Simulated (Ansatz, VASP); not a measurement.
**Two plane-wave programs on As2H**

```
As H
1.0
     3.57134    0.00000    0.00000
    -1.78567    3.09287    0.00000
     0.00000    0.00000   18.39764
As H
2 1
Direct
  0.33333 0.66667 0.29339
  0.66667 0.33333 0.21742
  0.50000 0.66667 0.47004
```

Alike in both runs: task single point; functional PBE; dispersion D3(BJ); k mesh 9 × 9 × 1; occupations gaussian, width 0.05 eV; collinear spin.

```csv
,VASP,Ansatz
version,VASP 6.6.1,Ansatz 0.2.0
potentials or method,"VASP PAW PBE potentials, release 64 (As, H), cutoff 520 eV","scalar-relativistic, plane waves, PAW"
valence electrons in the cell,11,31
```

Ansatz gave:

| Item | Value |
| --- | --- |
| gap on the k mesh at the Fermi level (eV) | 1.48 |
| least direct gap on the mesh (eV) | 1.81 |
| rms of the force components (eV/Å) | 0.016 |
| net moment per atom (μB) | 0.33 |
| size of the moment on the site where the two differ most (μB) | 0.90 |

Task: Which values does VASP return?

Result: gap on the k mesh at the Fermi level (eV): 1.48; least direct gap on the mesh (eV): 1.81; rms of the force components (eV/Å): 0.051; net moment per atom (μB): 0.33; size of the moment on the site where the two differ most (μB): 0.38.

Site moments also hang on the region over which each program counts them. Atom by atom the forces differ by 0.043 eV/Å (rms over components). VASP's potentials hold 11 valence electrons a cell and Ansatz's 31, so a difference there can come from the potentials and not from the codes. Ansatz's warnings: stability check not made.
